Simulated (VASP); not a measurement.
# Li (Fm-3m) in VASP: notebook

Li is run at these levels: PBE; tasks: single point.

Program: VASP 6.6.1. These are calculated values, not measurements. Logs are shortened: lines on timing, memory, paths and dates and some standing lists are left out, and cuts for length are marked.

### Step 1. The cell of the first run

The structure is cubic, space group Fm-3m (No. 225). Conventional cell: a = 4.476 Å, b = 4.476 Å, c = 4.476 Å, α = 90.00°, β = 90.00°, γ = 90.00°. Li (site symmetry m-3m) has 12 Li at 3.17 Å within 4.2 Å.

This isn't the form of Li at room conditions, which is bcc.

### Step 2. Single point, PBE (22.42 Å³/atom)

INCAR reads:

```
SYSTEM = Li
ALGO = Normal
EDIFF = 1E-6
ENCUT = 520
GGA = PE
ISIF = 2
ISMEAR = -1
LASPH = .True.
LCHARG = .True.
LELF = .True.
LREAL = .False.
LVHAR = .True.
LWAVE = .False.
NBANDS = 8
NELM = 100
PREC = Accurate
SIGMA = 0.08
```

KPOINTS reads:

```
k-points
0
Gamma
  13 13 13
  0 0 0
```

POSCAR reads:

```
Li
1.0
    0.0000000000      2.2381047777      2.2381047777
    2.2381047777      0.0000000000      2.2381047777
    2.2381047777      2.2381047777      0.0000000000
Li
1
Direct
    0.0000000000      0.0000000000      0.0000000000
```

Potentials or basis: VASP PAW PBE potentials, release 64 (Li_sv).

Started as:

```console
$ cat potpaw_PBE.64/Li_sv/POTCAR > POTCAR
$ mpirun -np 1 vasp_std > vasp.out
```

OUTCAR:

```text
SYSTEM = Li
   EDIFF = 1E-6
   ENCUT = 520
   GGA = PE
   ISIF = 2
   ISMEAR = -1
   LASPH = .True.
   LREAL = .False.
   NELM = 100
   PREC = Accurate

 ion  position               nearest neighbor table
   1  0.000  0.000  0.000-

  LATTYP: Found a face centered cubic cell.
 ALAT       =     4.4762095554

  Lattice vectors:

 A1 = (   0.0000000000,   2.2381047777,   2.2381047777)
 A2 = (   2.2381047777,   0.0000000000,   2.2381047777)
 A3 = (   2.2381047777,   2.2381047777,   0.0000000000)

Analysis of symmetry for initial positions (statically):
=====================================================================
 Subroutine PRICEL returns:
 Original cell was already a primitive cell.

 Routine SETGRP: Setting up the symmetry group for a
 face centered cubic supercell.

 Subroutine GETGRP returns: Found 48 space group operations
 (whereof 48 operations were pure point group operations)
 out of a pool of 48 trial point group operations.

The static configuration has the point symmetry O_h .

Analysis of symmetry for dynamics (positions and initial velocities):
=====================================================================
 Subroutine PRICEL returns:
 Original cell was already a primitive cell.

 Routine SETGRP: Setting up the symmetry group for a
 face centered cubic supercell.

 Subroutine GETGRP returns: Found 48 space group operations
 (whereof 48 operations were pure point group operations)
 out of a pool of 48 trial point group operations.

The dynamic configuration has the point symmetry O_h .

 Subroutine INISYM returns: Found 48 space group operations
 (whereof 48 operations are pure point group operations),
 and found     1 'primitive' translations

----------------------------------------------------------------------------------------

                                     Primitive cell

  volume of cell :      22.4218

  direct lattice vectors                    reciprocal lattice vectors
     0.000000000  2.238104778  2.238104778    -0.223403303  0.223403303  0.223403303
     2.238104778  0.000000000  2.238104778     0.223403303 -0.223403303  0.223403303
     2.238104778  2.238104778  0.000000000     0.223403303  0.223403303 -0.223403303

  length of vectors
     3.165158131  3.165158131  3.165158131     0.386945872  0.386945872  0.386945872

  position of ions in fractional coordinates (direct lattice)
     0.000000000  0.000000000  0.000000000

  ion indices of the primitive-cell ions
   primitive index   ion index
                 1           1

----------------------------------------------------------------------------------------

 KPOINTS: k-points

Automatic generation of k-mesh.
 Grid dimensions read from file:
 generate k-points for:   13   13   13

 Generating k-lattice:

  Cartesian coordinates                     Fractional coordinates (reciprocal lattice)
    -0.017184869  0.017184869  0.017184869     0.076923077  0.000000000  0.000000000
     0.017184869 -0.017184869  0.017184869     0.000000000  0.076923077  0.000000000
     0.017184869  0.017184869 -0.017184869     0.000000000  0.000000000  0.076923077

  Length of vectors
     0.029765067  0.029765067  0.029765067

  Shift w.r.t. Gamma in fractional coordinates (k-lattice)
     0.000000000  0.000000000  0.000000000

 Subroutine IBZKPT returns following result:
 ===========================================

 Found     84 irreducible k-points:

 Following reciprocal coordinates:
            Coordinates               Weight
  0.000000  0.000000  0.000000      1.000000
  0.076923  0.000000  0.000000      8.000000
  0.153846  0.000000  0.000000      8.000000
  0.230769  0.000000  0.000000      8.000000
  0.307692  0.000000  0.000000      8.000000
  0.384615  0.000000  0.000000      8.000000
[... 16 lines left out ...]
  0.384615  0.153846  0.000000     24.000000
  0.461538  0.153846  0.000000     24.000000
 [... further k-points ...]
   k-points           NKPTS =     84   k-points in BZ     NKDIM =     84   number of bands    NBANDS=      8
   number of dos      NEDOS =    301   number of ions     NIONS =      1
   total plane-waves  NPLWV =  13824
   dimension x,y,z NGX =    24 NGY =   24 NGZ =   24
   dimension x,y,z NGXF=    48 NGYF=   48 NGZF=   48
   ions per type =               1
   NGX,Y,Z   is equivalent  to a cutoff of  12.61, 12.61, 12.61 a.u.
   NGXF,Y,Z  is equivalent  to a cutoff of  25.21, 25.21, 25.21 a.u.
 SYSTEM =  Li
   PREC   = accura    normal or accurate (medium, high low for compatibility)
   ISTART =      0    job   : 0-new  1-cont  2-samecut
   ICHARG =      2    charge: 1-file 2-atom 10-const
   ISPIN  =      1    spin polarized calculation?
   LNONCOLLINEAR =      F non collinear calculations
   LSORBIT =      F    spin-orbit coupling
   LASPH  =      T    aspherical Exc in radial PAW
   ENCUT  =  520.0 eV  38.22 Ry    6.18 a.u.   5.89  5.89  5.89*2*pi/ulx,y,z
   NELM   =    100;   NELMIN=  2; NELMDL= -5     # of ELM steps
   EDIFF  = 0.1E-05   stopping-criterion for ELM
   LREAL  =      F    real-space projection
   EDIFFG = 0.1E-04   stopping-criterion for IOM
   NSW    =      0    number of steps for IOM
   IBRION =     -1    ionic relax: 0-MD 1-quasi-New 2-CG
   NFREE  =      0    steps in history (QN), initial steepest desc. (CG)
   ISIF   =      2    stress and relaxation
   ISYM   =      2    0-nonsym 1-usesym 2-fastsym
   POTIM  = 0.5000    time-step for ionic-motion
   TEBEG  =    0.0;   TEEND  =   0.0 temperature during run
   PSTRESS=    0.0 pullay stress
   NELECT =       3.0000    total number of electrons
   NUPDOWN=      -1.0000    fix difference up-down
   EMIN   =  10.00;   EMAX   =-10.00  energy-range for DOS
   EFERMI =   0.00;   METHOD = LEGACY
   ISMEAR =    -1;   SIGMA  =   0.08  broadening in eV -4-tet -1-fermi 0-gaus
   EFERMI_NEDOS =   21; number of points for ismear=-14 and -15
   IALGO  =     38    algorithm
   IMIX   =      4    mixing-type and parameters
     AMIX     =   0.40;   BMIX     =  1.00
     AMIX_MAG =   1.60;   BMIX_MAG =  1.00
  volume/ion in A,a.u.               =      22.42       151.31
  Fermi-wavevector in a.u.,A,eV,Ry     =   0.837320  1.582306  9.539111  0.701105
  Thomas-Fermi vector in A             =   1.951190
   LORBIT       =      0    0 simple, 1 ext, 2 COOP (PROOUT), +10 PAW based schemes
   GGA     = PE    functional components
   LHFCALC =     F    Hartree Fock is set to
   AEXX    =    0.0000 exact exchange contribution
   IVDW    =     0    specifies the selected vdW correction
   LEPSILON=     F    determine dielectric tensor
   LRPA    =     F    only Hartree local field effects (RPA)
 non-spin polarized calculation
  energy-cutoff  :      520.00
  volume of cell :       22.42
 maximum number of plane-waves:       620
   NGX = 11   NGY = 11   NGZ = 11

 number of electron       3.0000010 magnetization

 Free energy of the ion-electron system (eV)
  ---------------------------------------------------
  ext. energy  EPLUGINS =         0.00000000
  ---------------------------------------------------
  free energy    TOTEN  =        -1.90130790 eV

  energy without entropy =       -1.88870903  energy(sigma->0) =       -1.89500847

 E-fermi :   0.3739     XC(G=0):  -6.8032

 val. band max:        0.3382761041   @ k =  -0.2308   0.3077   0.0769
 cond. band min:       0.4096440338   @ k =  -0.3846   0.1538   0.0000
 fundamental gap:      0.0713679296
 Fermi energy:         0.3739443500

 k-point     1 :       0.0000    0.0000    0.0000
  band No.  band energies     occupation
      1     -46.3465      2.00000
      2      -3.0714      2.00000
      3      13.7130      0.00000
      4      13.7131      0.00000
      5      13.7131      0.00000
      6      17.4498      0.00000
      7      17.4498      0.00000
      8      17.4498      0.00000

 k-point     2 :       0.0769    0.0000    0.0000
  band No.  band energies     occupation
      1     -46.3458      2.00000
      2      -2.9693      2.00000
      3      12.6759      0.00000
      4      13.4991      0.00000
      5      13.4992      0.00000
      6      16.7288      0.00000
      7      17.8325      0.00000
      8      17.8325      0.00000

 k-point     3 :       0.1538    0.0000    0.0000
  band No.  band energies     occupation
      1     -46.3438      2.00000
      2      -2.6636      2.00000
      3      10.5483      0.00000
      4      13.0632      0.00000
      5      13.0633      0.00000
      6      16.7615      0.00000
      7      18.5055      0.00000
      8      18.5056      0.00000

 k-point     4 :       0.2308    0.0000    0.0000
  band No.  band energies     occupation
      1     -46.3412      2.00000
      2      -2.1560      2.00000
      3       8.3185      0.00000
      4      12.6522      0.00000
      5      12.6523      0.00000
      6      17.0688      0.00000
      7      18.1077      0.00000
      8      18.1079      0.00000

 k-point     5 :       0.3077    0.0000    0.0000
  band No.  band energies     occupation
      1     -46.3384      2.00000
      2      -1.4549      2.00000
      3       6.2564      0.00000
      4      12.3586      0.00000
      5      12.3587      0.00000
      6      17.0705      0.00000
      7      17.1468      0.00000
      8      17.1469      0.00000
[... 177 lines left out ...]
 k-point    22 :       0.3077    0.1538    0.0000
  band No.  band energies     occupation
      1     -46.3385      2.00000
      2      -1.5716      2.00000
      3       7.8369      0.00000
      4      10.5458      0.00000
      5      12.3201      0.00000
      6      13.7908      0.00000
      7      16.0155      0.00000
      8      20.6592      0.00000

 k-point    23 :       0.3846    0.1538    0.0000
  band No.  band energies     occupation
      1     -46.3361      2.00000
      2      -0.8017      2.00000
      3       5.8724      0.00000
      4      10.4060      0.00000
      5      11.3526      0.00000
      6      13.6602      0.00000
      7      17.4397      0.00000
      8      19.6547      0.00000

 k-point    24 :       0.4615    0.1538    0.0000
  band No.  band energies     occupation
      1     -46.3342      2.00000
      2       0.1062      1.93202
      3       4.1916      0.00000
      4      10.4978      0.00000
      5      10.5334      0.00000
      6      13.7010      0.00000
      7      18.7715      0.00000
      8      18.9655      0.00000

 [... further k-points ...]

------------------------ aborting loop because EDIFF is reached ----------------------------------------

  FORCE on cell =-STRESS in cart. coord.  units (eV):
  Direction    XX          YY          ZZ          XY          YZ          ZX
  --------------------------------------------------------------------------------------
  -------------------------------------------------------------------------------------
  Total       -0.1749718     -0.1749718     -0.1749718     -0.0000000      0.0000000     -0.0000000
  in kB      -12.5028049    -12.5028049    -12.5028049     -0.0000000      0.0000000     -0.0000000
  external PRESSURE =     -12.5028049 kB  Pullay stress =       0.0000000 kB

 VOLUME and BASIS-vectors are now :
 -----------------------------------------------------------------------------
  energy-cutoff  :      520.00
  volume of cell :       22.42
      direct lattice vectors                 reciprocal lattice vectors
     0.000000000  2.238104778  2.238104778    -0.223403303  0.223403303  0.223403303
     2.238104778  0.000000000  2.238104778     0.223403303 -0.223403303  0.223403303
     2.238104778  2.238104778  0.000000000     0.223403303  0.223403303 -0.223403303

 POSITION                                       TOTAL-FORCE (eV/Angst)
 -----------------------------------------------------------------------------------
      0.00000      0.00000      0.00000         0.000000     -0.000000      0.000000
 -----------------------------------------------------------------------------------
    total drift:                               -0.000000      0.000000     -0.000000

  FREE ENERGIE OF THE ION-ELECTRON SYSTEM (eV)
  ---------------------------------------------------
  free  energy   TOTEN  =        -1.9013079040 eV

  energy  without entropy=       -1.8887090337  energy(sigma->0) =       -1.89500847
```

Wall time 13 s (1 thread of Intel Xeon 8259CL, shared host); peak memory 0.13 GiB.

What came out:

```
Free energy            : -1.9013 eV
Band gap on the k mesh : zero (an odd number of electrons rules out a gap without spin polarisation)
```

Caveat: the cutoff is under 1.25 times the usual one of these potentials, so pressure, stress and relaxed cells hold a basis-set (Pulay) error.

[end of part 1 of 2]
